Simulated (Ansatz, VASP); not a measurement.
## Rh in VASP and in Ansatz

The input INCAR:

```
SYSTEM = Rh
PREC = Accurate ; ENCUT = 520
EDIFF = 1E-6 ; ISMEAR = 0
SIGMA = 0.3 ; LREAL = .FALSE.
LASPH = .TRUE. ; NELM = 80
ALGO = Normal ; ISIF = 2
LWAVE = .FALSE. ; LCHARG = .FALSE.
GGA = CA ; NBANDS = 22
```

The input KPOINTS:

```
Automatic mesh
0
G
  10 10 5
  0 0 0
```

The input POSCAR:

```
Rh
1.0
    2.7309790400      0.0000000000      0.0000000000
   -1.3654895200      2.3650972300      0.0000000000
    0.0000000000      0.0000000000      4.4284890000
Rh
2
Direct
    0.6666666675      0.3333333277      0.7500000000
    0.3333333304      0.6666666681      0.2500000000
```

Input for Ansatz:

```yaml
crystal:
  lattice:
    - [2.73097904, 0.0, 0.0]
    - [-1.36548952, 2.36509723, 0.0]
    - [0.0, 0.0, 4.428489]
  atoms:
    - { symbol: Rh, position: [0.6666666675095866, 0.33333332769579205, 0.75] }
    - { symbol: Rh, position: [0.3333333303763355, 0.666666668076052, 0.25] }
basis:
  ecutwfc: 489.804952427784
kpoints:
  mp_grid:
    grid: [10, 10, 5]
hamiltonian:
  xc: lda
  pseudopotentials:
    kind: paw
scf:
  occupations:
    method: gaussian
    width: 0.3
output:
  forces: true
  stress: true
```

Alike in both runs: task single point; functional LDA; k mesh 10 × 10 × 5; occupations gaussian, width 0.3 eV; no spin polarisation.

|  | VASP | Ansatz |
| --- | --- | --- |
| version | VASP 6.6.1 | Ansatz 0.2.0 |
| potentials or method | VASP PAW LDA potentials, release 64 (Rh_pv), cutoff 520 eV | plane waves, PAW |
| valence electrons in the cell | 30 | 34 |

Ansatz gave:

| Quantity | Value |
| --- | --- |
| pressure (GPa) | -18.7 |
| traceless stress, the component that is largest in VASP (GPa) | -0.45 |

**Question.** What did VASP give for the same quantities?

**Answer.** Pressure (GPa): -18.0; traceless stress, the component that is largest in VASP (GPa): -0.44.

LDA's correlation is that of Perdew and Zunger in VASP and of Perdew and Wang (1992) in Ansatz. VASP's potentials hold 30 valence electrons a cell and Ansatz's 34, so a difference there can come from the potentials and not from the codes.
